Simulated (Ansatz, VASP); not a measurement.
Sn in VASP and in Ansatz

```
Sn
1.0
    -2.02919    2.02919    1.66076
     2.02919   -2.02919    1.66076
     2.02919    2.02919   -1.66076
Sn
1
Direct
  0.00000 0.00000 0.00000
```

Alike in both runs: task relaxation of cell and atoms; functional revPBE; k mesh 10 × 10 × 10; occupations fermi-dirac, width 0.05 eV; no spin polarisation.

|  | VASP | Ansatz |
| --- | --- | --- |
| version | VASP 6.6.1 | Ansatz 0.2.0 |
| potentials or method | VASP PAW PBE potentials, release 64 (Sn_d) | Ansatz PAW |
| plane-wave cutoff (eV) | 600 | 420 |
| valence electrons in the cell | 14 | 14 |

```csv
,VASP,Ansatz,Ansatz less VASP
"gap on the k mesh at the Fermi level, each at its own relaxed structure (eV)",none,none,-
relaxed volume (Å³/atom),28.41,28.42,+0.017
relaxed cell length with the largest relative difference (Å),3.355,3.355,+0.0004
```

VASP's potentials were made for PBE, not for revPBE. A gap of «none» marks a metal or a gap that the smearing closes.

Noted on Ansatz's run: the plane-wave basis is chosen anew once the cell has moved, so the energies of steps on either side of that aren't comparable.
